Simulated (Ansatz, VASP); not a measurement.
Two plane-wave programs on HfC

POSCAR

```
HfC
1.0
    3.2283481484      0.0000000000      0.0000000000
   -1.6141740742      2.7958315087      0.0000000000
    0.0000000000      0.0000000000      2.8990069144
Hf C
1 1
Direct
    0.0000000000      0.0000000000      0.0000000000
    0.6666666667      0.3333333333      0.5000000000
```

INCAR.step1

```
PREC     = Accurate       # precision mode
ENCUT    = 520            # plane-wave cutoff, eV
ISMEAR   = -5             # smearing method
SIGMA    = 0.1            # smearing width, eV
LREAL    = False          # projectors in reciprocal space
LASPH    = True           # aspherical terms in the spheres
NELM     = 80             # most SCF steps
NBANDS   = 14             # bands
GGA      = PE             # functional
ALGO     = Normal         # electronic algorithm
EDIFF    = 1E-4           # SCF threshold, eV
LWAVE    = True           # write WAVECAR
LCHARG   = False          # write CHGCAR
```

INCAR.step2

```
PREC     = Accurate       # precision mode
ENCUT    = 520            # plane-wave cutoff, eV
EDIFF    = 1E-7           # SCF threshold, eV
ISMEAR   = -5             # smearing method
SIGMA    = 0.1            # smearing width, eV
LREAL    = False          # projectors in reciprocal space
LASPH    = True           # aspherical terms in the spheres
NELM     = 80             # most SCF steps
ALGO     = Normal         # electronic algorithm
ISIF     = 2              # what is computed and relaxed
LWAVE    = False          # write WAVECAR
LCHARG   = False          # write CHGCAR
METAGGA  = R2SCAN         # meta-GGA
LMIXTAU  = True         
NBANDS   = 14             # bands
ISTART   = 1
```

The input KPOINTS:

```
regular mesh
0
Gamma
  12 12 12
```

Input for Ansatz:

```yaml
crystal:
  lattice:
    - [3.228348148357, 0.0, 0.0]
    - [-1.614174074178, 2.795831508737, 0.0]
    - [0.0, 0.0, 2.8990069144]
  atoms:
    - { symbol: Hf, position: [-3.700743415525e-17, 0.0, 0.0] }
    - { symbol: C, position: [0.6666666666667, 0.3333333333333, 0.5] }
basis:
  ecutwfc: 500
  ecutrho_ratio: 4
kpoints:
  mp_grid: { grid: [12, 12, 12] }
hamiltonian:
  xc: r2scan
scf:
  occupations: { method: tetrahedron }
output:
  forces: true
  stress: true
```

Alike in both runs: task single point; functional r2SCAN; k mesh 12 × 12 × 12; occupations tetrahedron; no spin polarisation.

|  | VASP | Ansatz |
| --- | --- | --- |
| version | VASP 6.6.1 | Ansatz 0.2.0 |
| potentials or method | VASP PAW PBE potentials, release 64 (Hf_pv, C), cutoff 520 eV | scalar-relativistic, plane waves, PAW |
| valence electrons in the cell | 14 | 30 |

```csv
,VASP,Ansatz,Ansatz less VASP
gap on the k mesh at the Fermi level (eV),none,none,-
pressure (GPa),-1.2,0.0,+1.14
"traceless stress, the component that is largest in VASP (GPa)",-1.04,-0.74,+0.298
```

VASP's potentials were made for PBE, not for r2SCAN. A gap of «none» marks a metal or a gap that the smearing closes. VASP's potentials hold 14 valence electrons a cell and Ansatz's 30, so a difference there can come from the potentials and not from the codes. Ansatz's warnings: band table not solved further, tetrahedron derivatives may miss energy slope.

Neither program's run includes spin-orbit coupling.
